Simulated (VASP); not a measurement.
# V (Pm-3m) in VASP: single point with LDA

Aim: the single point of V with LDA.

All numbers are computed with VASP 6.6.1; they aren't measurements. Logs are shortened: lines on timing, memory, paths and dates and some standing lists are left out, and cuts for length are marked.

**1. The cell of the first run**

Symmetry: Pm-3m, No. 221, cubic system. The conventional cell has a = 2.377 Å, b = 2.377 Å, c = 2.377 Å, α = 90.00°, β = 90.00°, γ = 90.00°. Within 3.1 Å of V (site symmetry m-3m) lie 6 V at 2.38 Å.

**2. Single point, LDA**

Contents of INCAR:

```
SYSTEM = V
  PREC = Accurate
  ENCUT = 520
  EDIFF = 1E-6
  ISMEAR = -1
  SIGMA = 0.13605693000000002
  LREAL = .FALSE.
  LASPH = .TRUE.
  NELM = 60
  ALGO = Normal
  ISIF = 2
  LWAVE = .FALSE.
  LCHARG = .TRUE.
  LELF = .TRUE.
  LVHAR = .TRUE.
  NBANDS = 12
```

Contents of KPOINTS:

```
regular mesh
0
G
  14 14 14
  0 0 0
```

Contents of POSCAR:

```
V
1.0
    2.3767429496      0.0000000000      0.0000000000
    0.0000000000      2.3767429496      0.0000000000
    0.0000000000      0.0000000000      2.3767429496
V
1
Direct
    0.0000000000      0.0000000000      0.0000000000
```

Potentials or basis: VASP PAW LDA potentials, release 64 (V_sv).

Started as:

```sh
$ cat potpaw_LDA.64/V_sv/POTCAR > POTCAR
$ mpirun -np 1 vasp_std > vasp.out
```

OUTCAR:

```text
SYSTEM = V
   PREC = Accurate
   ENCUT = 520
   EDIFF = 1E-6
   ISMEAR = -1
   LREAL = .FALSE.
   LASPH = .TRUE.
   NELM = 60
   ISIF = 2

 ion  position               nearest neighbor table
   1  0.000  0.000  0.000-

  LATTYP: Found a simple cubic cell.
 ALAT       =     2.3767429496

  Lattice vectors:

 A1 = (   2.3767429496,   0.0000000000,   0.0000000000)
 A2 = (   0.0000000000,   2.3767429496,   0.0000000000)
 A3 = (   0.0000000000,   0.0000000000,   2.3767429496)

Analysis of symmetry for initial positions (statically):
=====================================================================
 Subroutine PRICEL returns:
 Original cell was already a primitive cell.

 Routine SETGRP: Setting up the symmetry group for a
 simple cubic supercell.

 Subroutine GETGRP returns: Found 48 space group operations
 (whereof 48 operations were pure point group operations)
 out of a pool of 48 trial point group operations.

The static configuration has the point symmetry O_h .

Analysis of symmetry for dynamics (positions and initial velocities):
=====================================================================
 Subroutine PRICEL returns:
 Original cell was already a primitive cell.

 Routine SETGRP: Setting up the symmetry group for a
 simple cubic supercell.

 Subroutine GETGRP returns: Found 48 space group operations
 (whereof 48 operations were pure point group operations)
 out of a pool of 48 trial point group operations.

The dynamic configuration has the point symmetry O_h .

 Subroutine INISYM returns: Found 48 space group operations
 (whereof 48 operations are pure point group operations),
 and found     1 'primitive' translations

----------------------------------------------------------------------------------------

                                     Primitive cell

  volume of cell :      13.4260

  direct lattice vectors                    reciprocal lattice vectors
     2.376742950  0.000000000  0.000000000     0.420743859  0.000000000  0.000000000
     0.000000000  2.376742950  0.000000000     0.000000000  0.420743859  0.000000000
     0.000000000  0.000000000  2.376742950     0.000000000  0.000000000  0.420743859

  length of vectors
     2.376742950  2.376742950  2.376742950     0.420743859  0.420743859  0.420743859

  position of ions in fractional coordinates (direct lattice)
     0.000000000  0.000000000  0.000000000

  ion indices of the primitive-cell ions
   primitive index   ion index
                 1           1

----------------------------------------------------------------------------------------

 KPOINTS: regular mesh

Automatic generation of k-mesh.
 Grid dimensions read from file:
 generate k-points for:   14   14   14

 Generating k-lattice:

  Cartesian coordinates                     Fractional coordinates (reciprocal lattice)
     0.030053133  0.000000000  0.000000000     0.071428571  0.000000000  0.000000000
     0.000000000  0.030053133  0.000000000     0.000000000  0.071428571  0.000000000
     0.000000000  0.000000000  0.030053133     0.000000000  0.000000000  0.071428571

  Length of vectors
     0.030053133  0.030053133  0.030053133

  Shift w.r.t. Gamma in fractional coordinates (k-lattice)
     0.000000000  0.000000000  0.000000000

 Subroutine IBZKPT returns following result:
 ===========================================

 Found    120 irreducible k-points:

 Following reciprocal coordinates:
            Coordinates               Weight
  0.000000  0.000000  0.000000      1.000000
  0.071429  0.000000  0.000000      6.000000
  0.142857  0.000000  0.000000      6.000000
  0.214286  0.000000  0.000000      6.000000
  0.285714  0.000000  0.000000      6.000000
  0.357143  0.000000  0.000000      6.000000
[... 16 lines left out ...]
  0.285714  0.214286  0.000000     24.000000
  0.357143  0.214286  0.000000     24.000000
 [... further k-points ...]
   k-points           NKPTS =    120   k-points in BZ     NKDIM =    120   number of bands    NBANDS=     12
   number of dos      NEDOS =    301   number of ions     NIONS =      1
   total plane-waves  NPLWV =   5832
   dimension x,y,z NGX =    18 NGY =   18 NGZ =   18
   dimension x,y,z NGXF=    36 NGYF=   36 NGZF=   36
   ions per type =               1
   NGX,Y,Z   is equivalent  to a cutoff of  12.59, 12.59, 12.59 a.u.
   NGXF,Y,Z  is equivalent  to a cutoff of  25.18, 25.18, 25.18 a.u.
 SYSTEM =  V
   PREC   = accura    normal or accurate (medium, high low for compatibility)
   ISTART =      0    job   : 0-new  1-cont  2-samecut
   ICHARG =      2    charge: 1-file 2-atom 10-const
   ISPIN  =      1    spin polarized calculation?
   LNONCOLLINEAR =      F non collinear calculations
   LSORBIT =      F    spin-orbit coupling
   LASPH  =      T    aspherical Exc in radial PAW
   ENCUT  =  520.0 eV  38.22 Ry    6.18 a.u.   4.42  4.42  4.42*2*pi/ulx,y,z
   NELM   =     60;   NELMIN=  2; NELMDL= -5     # of ELM steps
   EDIFF  = 0.1E-05   stopping-criterion for ELM
   LREAL  =      F    real-space projection
   EDIFFG = 0.1E-04   stopping-criterion for IOM
   NSW    =      0    number of steps for IOM
   IBRION =     -1    ionic relax: 0-MD 1-quasi-New 2-CG
   NFREE  =      0    steps in history (QN), initial steepest desc. (CG)
   ISIF   =      2    stress and relaxation
   ISYM   =      2    0-nonsym 1-usesym 2-fastsym
   POTIM  = 0.5000    time-step for ionic-motion
   TEBEG  =    0.0;   TEEND  =   0.0 temperature during run
   PSTRESS=    0.0 pullay stress
   NELECT =      13.0000    total number of electrons
   NUPDOWN=      -1.0000    fix difference up-down
   EMIN   =  10.00;   EMAX   =-10.00  energy-range for DOS
   EFERMI =   0.00;   METHOD = LEGACY
   ISMEAR =    -1;   SIGMA  =   0.14  broadening in eV -4-tet -1-fermi 0-gaus
   EFERMI_NEDOS =   21; number of points for ismear=-14 and -15
   IALGO  =     38    algorithm
   IMIX   =      4    mixing-type and parameters
     AMIX     =   0.40;   BMIX     =  1.00
     AMIX_MAG =   1.60;   BMIX_MAG =  1.00
  volume/ion in A,a.u.               =      13.43        90.60
  Fermi-wavevector in a.u.,A,eV,Ry     =   1.619597  3.060595 35.689384  2.623096
  Thomas-Fermi vector in A             =   2.713672
   LORBIT       =      0    0 simple, 1 ext, 2 COOP (PROOUT), +10 PAW based schemes
   GGA     = CA    functional components
   LHFCALC =     F    Hartree Fock is set to
   AEXX    =    0.0000 exact exchange contribution
   IVDW    =     0    specifies the selected vdW correction
   LEPSILON=     F    determine dielectric tensor
   LRPA    =     F    only Hartree local field effects (RPA)
 non-spin polarized calculation
  energy-cutoff  :      520.00
  volume of cell :       13.43
 maximum number of plane-waves:       375
 NGX is ok and might be reduce to    18
   NGX =  9   NGY =  9   NGZ =  9

 number of electron      13.0000014 magnetization

 Free energy of the ion-electron system (eV)
  ---------------------------------------------------
  ext. energy  EPLUGINS =         0.00000000
  ---------------------------------------------------
  free energy    TOTEN  =        -9.12901873 eV

  energy without entropy =       -9.04661425  energy(sigma->0) =       -9.08781649

 E-fermi :   9.7345     XC(G=0): -13.1233

 val. band max:        9.7288637605   @ k =   0.2857   0.2143   0.0714
 cond. band min:       9.7393732563   @ k =   0.4286   0.0000   0.0000
 fundamental gap:      0.0105094959
 Fermi energy:         9.7345242099

 k-point     1 :       0.0000    0.0000    0.0000
  band No.  band energies     occupation
      1     -53.3970      2.00000
      2     -26.8634      2.00000
      3     -26.8633      2.00000
      4     -26.8633      2.00000
      5       3.2174      2.00000
      6       7.2850      2.00000
      7       7.2850      2.00000
      8      13.5627      0.00000
      9      13.5627      0.00000
     10      13.5628      0.00000
     11      29.0410      0.00000
     12      29.0410      0.00000

 k-point     2 :       0.0714    0.0000    0.0000
  band No.  band energies     occupation
      1     -53.3855      2.00000
      2     -26.9362      2.00000
      3     -26.8571      2.00000
      4     -26.8571      2.00000
      5       3.3817      2.00000
      6       7.3243      2.00000
      7       7.4190      2.00000
      8      13.4280      0.00000
      9      13.4280      0.00000
     10      13.5729      0.00000
     11      27.7938      0.00000
     12      29.2979      0.00000

 k-point     3 :       0.1429    0.0000    0.0000
  band No.  band energies     occupation
      1     -53.3530      2.00000
      2     -27.1378      2.00000
      3     -26.8396      2.00000
      4     -26.8396      2.00000
      5       3.8499      2.00000
      6       7.4360      2.00000
      7       7.8037      2.00000
      8      13.0663      0.00000
      9      13.0663      0.00000
     10      13.6015      0.00000
     11      25.4998      0.00000
     12      30.0278      0.00000
[... 286 lines left out ...]
 k-point    23 :       0.2857    0.2143    0.0000
  band No.  band energies     occupation
      1     -53.1644      2.00000
      2     -27.6618      2.00000
      3     -27.3203      2.00000
      4     -26.7387      2.00000
      5       6.2885      2.00000
      6       8.3084      1.99994
      7       9.7176      1.06211
      8      11.6645      0.00000
      9      12.2179      0.00000
     10      12.8189      0.00000
     11      22.0592      0.00000
     12      25.7868      0.00000

 k-point    24 :       0.3571    0.2143    0.0000
  band No.  band energies     occupation
      1     -53.1171      2.00000
      2     -27.9263      2.00000
      3     -27.2878      2.00000
      4     -26.7138      2.00000
      5       6.8645      2.00000
      6       8.3311      1.99993
      7       9.8803      0.51019
      8      11.8284      0.00000
      9      12.2931      0.00000
     10      12.8758      0.00000
     11      20.2531      0.00000
     12      26.6244      0.00000

 [... further k-points ...]
[... 5 lines left out ...]
  --------------------------------------------------------------------------------------
  -------------------------------------------------------------------------------------
  Total        0.1748149      0.1748149      0.1748149      0.0000000      0.0000000      0.0000000
  in kB       20.8613486     20.8613486     20.8613486      0.0000000      0.0000000      0.0000000
  external PRESSURE =      20.8613486 kB  Pullay stress =       0.0000000 kB

 VOLUME and BASIS-vectors are now :
 -----------------------------------------------------------------------------
  energy-cutoff  :      520.00
  volume of cell :       13.43
      direct lattice vectors                 reciprocal lattice vectors
     2.376742950  0.000000000  0.000000000     0.420743859  0.000000000  0.000000000
     0.000000000  2.376742950  0.000000000     0.000000000  0.420743859  0.000000000
     0.000000000  0.000000000  2.376742950     0.000000000  0.000000000  0.420743859

 POSITION                                       TOTAL-FORCE (eV/Angst)
 -----------------------------------------------------------------------------------
      0.00000      0.00000      0.00000         0.000000      0.000000      0.000000
 -----------------------------------------------------------------------------------
    total drift:                                0.000000      0.000000      0.000000

  FREE ENERGIE OF THE ION-ELECTRON SYSTEM (eV)
  ---------------------------------------------------
  free  energy   TOTEN  =        -9.1290187309 eV

  energy  without entropy=       -9.0466142497  energy(sigma->0) =       -9.08781649
```

Run time: 17 s. Hardware: 1 thread of Intel Xeon 8259CL, shared host; peak memory 0.13 GiB.

What came out:

```
Free energy : -9.1290 eV
Pressure    : 2.1 GPa
```
